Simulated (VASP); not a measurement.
Write the native input for VASP 6.6.1 that does the following.

```yaml
Task: relaxation of cell and atoms
Functional: PBE
Potentials_or_basis: VASP PAW PBE potentials, release 64 (Ga_d, Sb, As)
Cutoff: 600 eV
k_mesh: 10 × 10 × 4
Occupations: gaussian, width 0.1 eV
Spin: no spin polarisation
Dipole_correction: no
Further_INCAR_settings: ALGO = Fast; EDIFF = 1e-06; IBRION = 2; EDIFFG = -0.01; NSW = 100; ISIF = 3
```

The structure of Ga4SbAs3 lies in POSCAR:

```
Ga4SbAs3
1.0
    4.1484388000      0.0000000000      0.0000000000
    0.0000000000      4.1484388000      0.0000000000
    0.0000000000      0.0000000000     11.7292885000
Ga Sb As
4 1 3
Direct
    0.5000000000      0.0000000000      0.6385310000
    0.0000000000      0.5000000000      0.8796450000
    0.5000000000      0.0000000000      0.1203550000
    0.0000000000      0.5000000000      0.3614690000
    0.0000000000      0.0000000000      0.5000000000
    0.0000000000      0.0000000000      0.0000000000
    0.5000000000      0.5000000000      0.2409650000
    0.5000000000      0.5000000000      0.7590350000
```

One way to write it, as run:

INCAR

```
SYSTEM = Ga4SbAs3
ALGO     = Fast           ! electronic algorithm
EDIFF    = 1E-6           ! SCF threshold, eV
EDIFFG   = -0.01          ! ionic threshold
ENCUT    = 600            ! plane-wave cutoff, eV
GGA      = PE             ! functional
IBRION   = 2              ! ionic algorithm
ISIF     = 3              ! what is computed and relaxed
ISMEAR   = 0              ! smearing method
LASPH    = .True.         ! aspherical terms in the spheres
LCHARG   = .False.        ! write CHGCAR
LREAL    = .False.        ! projectors in reciprocal space
LWAVE    = .False.        ! write WAVECAR
NELM     = 80             ! most SCF steps
NSW      = 100            ! ionic steps
PREC     = Accurate       ! precision mode
SIGMA    = 0.1            ! smearing width, eV
```

KPOINTS

```
k-points
0
Gamma
  10 10 4
  0 0 0
```

Potentials or basis: VASP PAW PBE potentials, release 64 (Ga_d, Sb, As).

Run with:

```sh
$ cat potpaw_PBE.64/Ga_d/POTCAR potpaw_PBE.64/Sb/POTCAR potpaw_PBE.64/As/POTCAR > POTCAR
$ mpirun -np 1 vasp_std > vasp.out
```

It gave:

```
Relaxed volume                        : 25.29 Å³/atom
Relaxed cell                          : a = 4.152 Å, b = 4.152 Å, c = 11.738 Å, α = 90.00°, β = 90.00°, γ = 90.00°
Space group after relaxing (to 0.1 Å) : P-4m2 (No. 115)
Energy gained by relaxing             : 0.0 meV/atom
Ionic steps                           : 2
Pressure after relaxing               : 0.0 GPa
Largest force after relaxing          : 0.003 eV/Å
Band gap on the k mesh                : zero (filled and empty bands touch)
```

Caveat: semilocal functionals underestimate gaps, so a narrow gap can read as zero; spin-orbit coupling is left out, which moves the levels of the heavy elements.

Wall time 32 min on 1 thread of Oxide Virtual Turin-like Processor (shared host), peak memory 0.74 GiB.
